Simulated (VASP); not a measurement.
## N: single point with r2SCAN

The system is N.

```
CELL_PARAMETERS angstrom
5.47765 0.00000 0.00000
0.00000 5.47765 0.00000
0.00000 0.00000 5.47765
ATOMIC_POSITIONS crystal
N 0.05761 0.05761 0.05761
N 0.44239 0.94239 0.55761
N 0.55761 0.44239 0.94239
N 0.94239 0.55761 0.44239
N 0.94239 0.94239 0.94239
N 0.55761 0.05761 0.44239
N 0.44239 0.55761 0.05761
N 0.05761 0.44239 0.55761
```

```
Program                : VASP 6.6.1
Task                   : single point
Functional             : r2SCAN
Potentials or basis    : VASP PAW PBE potentials, release 64 (N)
Cutoff                 : 520 eV
k mesh                 : 6 × 6 × 6
Occupations            : gaussian, width 0.01 eV
Spin                   : no spin polarisation
Dipole correction      : no
Further INCAR settings : ALGO = Normal; EDIFF = 1e-07; NBANDS = 30
```

```
Pressure               : 3.2 GPa
Largest force          : 2.246 eV/Å
Band gap on the k mesh : 7.97 eV (least direct gap 8.00 eV)
```

Forces in eV/Å, atoms in the order of the input:
```
N    1.297  1.297  1.297
N   -1.297 -1.297  1.297
N    1.297 -1.297 -1.297
N   -1.297  1.297 -1.297
N   -1.297 -1.297 -1.297
N    1.297  1.297 -1.297
N   -1.297  1.297  1.297
N    1.297 -1.297  1.297
```

Levels at points of the mesh, in eV from the valence-band top:
| k point | band 18 | band 19 | band 20 | band 21 | band 22 | band 23 |
| --- | --- | --- | --- | --- | --- | --- |
| (0.00, 0.00, 0.00) | -0.03 | -0.03 | -0.03 | 7.97 | 7.97 | 7.97 |
| (0.50, 0.00, 0.00) | -0.32 | 0.00 | 0.00 | 8.29 | 8.29 | 8.72 |
| (0.50, 0.50, 0.00) | -0.17 | -0.17 | -0.17 | 8.72 | 8.72 | 8.72 |
| (0.50, 0.50, 0.50) | -0.27 | -0.27 | -0.27 | 8.72 | 8.72 | 8.72 |

It took 6.1 min on 1 thread of Intel(R) Xeon(R) Platinum 8259CL CPU @ 2.50GHz (Skylake/Cascade Lake), on a shared host, peak memory 0.31 GiB.

Caveat: the standard files for N, O and F lose accuracy on very short bonds; the cell stands under pressure; the PAW data sets were made with another functional, which shifts forces and pressure a little. A k mesh can miss the band edges.
